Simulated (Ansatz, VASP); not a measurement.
**SnO2 in VASP and in Ansatz**

INCAR

```
PREC     = Accurate       # precision mode
ENCUT    = 520            # plane-wave cutoff, eV
EDIFF    = 1E-6           # SCF threshold, eV
ISMEAR   = 0              # smearing method
SIGMA    = 0.05           # smearing width, eV
LREAL    = F              # projectors in reciprocal space
LASPH    = T              # aspherical terms in the spheres
NELM     = 80             # most SCF steps
ALGO     = Normal         # electronic algorithm
ISIF     = 2              # what is computed and relaxed
LWAVE    = F              # write WAVECAR
LCHARG   = F              # write CHGCAR
NBANDS   = 20             # bands
```

Contents of KPOINTS:

```
Automatic mesh
0
Gamma
  12 12 12
```

File POSCAR:

```
SnO2
1.0
    1.6170930752      0.9336291223      4.8005925840
   -1.6170930752      0.9336291223      4.8005925840
    0.0000000000     -1.8672582446      4.8005925840
Sn O
1 2
Direct
    0.4836381527      0.4836381527      0.5639698371
    0.2371700000      0.2371700000      0.2371700000
    0.7628300000      0.7628300000      0.7628300000
```

Input for Ansatz:

```yaml
crystal:
  lattice:
    - [1.6170930752, 0.9336291223, 4.800592584]
    - [-1.6170930752, 0.9336291223, 4.800592584]
    - [0.0, -1.8672582446, 4.800592584]
  atoms:
    - { symbol: Sn, position: [0.4836381527, 0.4836381527, 0.5639698371] }
    - { symbol: O, position: [0.23717, 0.23717, 0.23717] }
    - { symbol: O, position: [0.76283, 0.76283, 0.76283] }
basis:
  ecutwfc: 420
kpoints:
  mp_grid: { grid: [12, 12, 12] }
hamiltonian:
  xc: lda
scf:
  occupations: { method: gaussian, width: 0.05 }
output:
  forces: true
  stress: true
  eigenvalues: true
```

Alike in both runs: task single point; functional LDA; k mesh 12 × 12 × 12; occupations gaussian, width 0.05 eV; no spin polarisation.

```csv
,VASP,Ansatz
version,VASP 6.6.1,Ansatz 0.2.0
potentials or method,"VASP PAW LDA potentials, release 64 (Sn_d, O), cutoff 520 eV","scalar-relativistic, plane waves, PAW"
valence electrons in the cell,26,26
```

VASP gave:

| Item | Value |
| --- | --- |
| gap on the k mesh at the Fermi level (eV) | 1.64 |
| least direct gap on the mesh (eV) | 1.80 |
| pressure (GPa) | -5.1 |
| traceless stress, the component that is largest in VASP (GPa) | 6.31 |
| rms of the force components (eV/Å) | 1.632 |

Q: Which values does Ansatz return?

A: gap on the k mesh at the Fermi level (eV): 1.64; least direct gap on the mesh (eV): 1.80; pressure (GPa): -5.8; traceless stress, the component that is largest in VASP (GPa): 6.05; rms of the force components (eV/Å): 1.611.

LDA's correlation is that of Perdew and Zunger in VASP and of Perdew and Wang (1992) in Ansatz. Atom by atom the forces differ by 0.042 eV/Å (rms over components).
